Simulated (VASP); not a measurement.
Here is a VASP 6.6.1 calculation.

File INCAR:

```
PREC = Accurate
ENCUT = 520
EDIFF = 1E-7
ISMEAR = 0
SIGMA = 0.1
LREAL = False
LASPH = True
NELM = 100
ALGO = Normal
ISIF = 2
LWAVE = False
LCHARG = False
LDIPOL = True
IDIPOL = 3
DIPOL = 0.5 0.5 0.491
GGA = PE
IVDW = 12
IBRION = 2
NSW = 45
EDIFFG = -0.02
KPAR = 4
```

File KPOINTS:

```
Automatic mesh
0
Gamma
  12 12 1
```

The input POSCAR:

```
C10O
1.0
    2.4655379958      0.0000000000      0.0000000000
   -1.2327689979      2.1341461202      0.0000000000
    0.0000000000      0.0000000000     32.5979677131
C O
10 1
Selective dynamics
Direct
    0.0833101794      0.1666203587      0.2607524516  F F F
    0.4166898207      0.8333796413      0.2607524516  F F F
    0.5833101794      0.1666203587      0.3650391123  F F F
    0.9166898206      0.8333796413      0.3650391123  F F F
    0.0833101794      0.1666203587      0.4693232410  F F F
    0.4166898207      0.8333796413      0.4693232410  F F F
    0.5833101794      0.1666203587      0.5736099016  F F F
    0.9166898206      0.8333796413      0.5736099016  F F F
    0.0833101794      0.1666203587      0.6778940303  F F F
    0.4166898207      0.8333796413      0.6778940303  F F F
    0.8333101794      0.6666203587      0.7067301838  F F T
```

Potentials or basis: VASP PAW PBE potentials, release 64 (C, O).

Command:

```console
$ cat potpaw_PBE.64/C/POTCAR potpaw_PBE.64/O/POTCAR > POTCAR
$ mpirun -np 4 vasp_std > vasp.out
```

**Question.** Predict the band gap on the k mesh.

**Answer.** Zero (bands 23 and 24 overlap by 1.34 eV).

**Question.** What does it give for the dispersion energy per atom?

**Answer.** -0.137 eV.

**Question.** Estimate the energy gained by relaxing.

**Answer.** 381.4 meV/atom.

Step by step:
```
step  energy change (eV)  largest force on free atoms (eV/Å)  pressure (GPa)
   1              0.0000                             15.9997           12.99
   2             -3.3716                              0.7632            2.16
   3             -3.4034                              0.8792            1.90
   4             -3.4866                              1.2660            1.40
   5             -3.7055                              1.4251            0.46
   6             -4.0426                              0.7112           -0.80
   7             -4.1954                              0.0129           -1.61
```
